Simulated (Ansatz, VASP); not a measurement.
# One calculation of B5P, two programs

```
CELL_PARAMETERS angstrom
3.15519 0.00000 0.00000
-1.57759 2.73247 0.00000
0.00000 0.00000 7.61514
ATOMIC_POSITIONS crystal
B 0.50000 0.00000 0.00000
B 0.00000 0.50000 0.00000
B 0.50000 0.50000 0.00000
B 0.00000 0.00000 0.74343
B 0.00000 0.00000 0.25657
P 0.00000 0.00000 0.50000
```

Alike in both runs: task relaxation of cell and atoms; functional PBE; k mesh 6 × 6 × 2; occupations gaussian, width 0.2 eV; no spin polarisation.

|  | VASP | Ansatz |
| --- | --- | --- |
| version | VASP 6.6.1 | Ansatz 0.2.0 |
| potentials or method | VASP PAW PBE potentials, release 64 (B, P), cutoff 500 eV | scalar-relativistic, plane waves, PAW |
| valence electrons in the cell | 20 | 20 |

|  | VASP | Ansatz | Ansatz less VASP |
| --- | --- | --- | --- |
| gap on the k mesh at the Fermi level, each at its own relaxed structure (eV) | none | none | - |
| relaxed volume (Å³/atom) | 9.60 | 9.59 | -0.007 |
| relaxed length of the cell vector where the two differ most in proportion (Å) | 3.324 | 3.322 | -0.0013 |

A gap of «none» marks a metal or a gap that the smearing closes.

The k mesh is coarse, so the values compare programs but aren't converged.
